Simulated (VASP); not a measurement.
Wanted: the native input for a VASP 6.6.1 run.

| Item | Value |
| --- | --- |
| Task | single point |
| Functional | LDA |
| Potentials or basis | VASP PAW LDA potentials, release 64 (Rb_sv, Sr_sv, Cl) |
| Cutoff | 520 eV |
| k mesh | 4 × 4 × 4 |
| Occupations | gaussian, width 0.05 eV |
| Spin | no spin polarisation |
| Dipole correction | no |
| Further INCAR settings | ALGO = Normal; EDIFF = 1e-06; NBANDS = 28 |

The structure of RbSrCl3 lies in POSCAR:

```
RbSrCl3
1.0
    5.6963040000      0.0000000000      0.0000000000
    0.0000000000      5.6963040000      0.0000000000
    0.0000000000      0.0000000000      5.6963040000
Rb Sr Cl
1 1 3
Direct
    0.5000000000      0.5000000000      0.5658321606
    0.0000000000      0.0000000000      0.0000000000
    0.5000000000      0.0000000000      0.0000000000
    0.0000000000      0.5000000000      0.0000000000
    0.0000000000      0.0000000000      0.5000000000
```

This cell differs from its parent crystal: all Rb atoms moved +0.375 Å, as atom 1 along Cartesian [0 0 1].

The input as run:

INCAR

```
SYSTEM = RbSrCl3
  PREC = Accurate
  ENCUT = 520
  EDIFF = 1E-6
  ISMEAR = 0
  SIGMA = 0.05
  LREAL = .False.
  LASPH = .True.
  NELM = 80
  ALGO = Normal
  ISIF = 2
  LWAVE = .False.
  LCHARG = .False.
  GGA = CA
  NBANDS = 28
```

KPOINTS

```
Automatic mesh
0
Gamma
  4 4 4
  0 0 0
```

Potentials or basis: VASP PAW LDA potentials, release 64 (Rb_sv, Sr_sv, Cl).

Run with:

```bash
$ cat potpaw_LDA.64/Rb_sv/POTCAR potpaw_LDA.64/Sr_sv/POTCAR potpaw_LDA.64/Cl/POTCAR > POTCAR
$ mpirun -np 1 vasp_std > vasp.out
```

It gave:

| Property | Result |
| --- | --- |
| Pressure | -2.2 GPa |
| Largest force | 0.124 eV/Å |
| Band gap on the k mesh | 4.26 eV (least direct gap 4.47 eV) |

Caveat: the cell differs from its parent crystal (all Rb atoms moved +0.375 Å, as atom 1 along Cartesian [0 0 1]).

Run time: 60 s on 1 thread of Intel(R) Xeon(R) Platinum 8375C CPU @ 2.90GHz (Ice Lake), with other jobs on the host, peak memory 0.26 GiB.
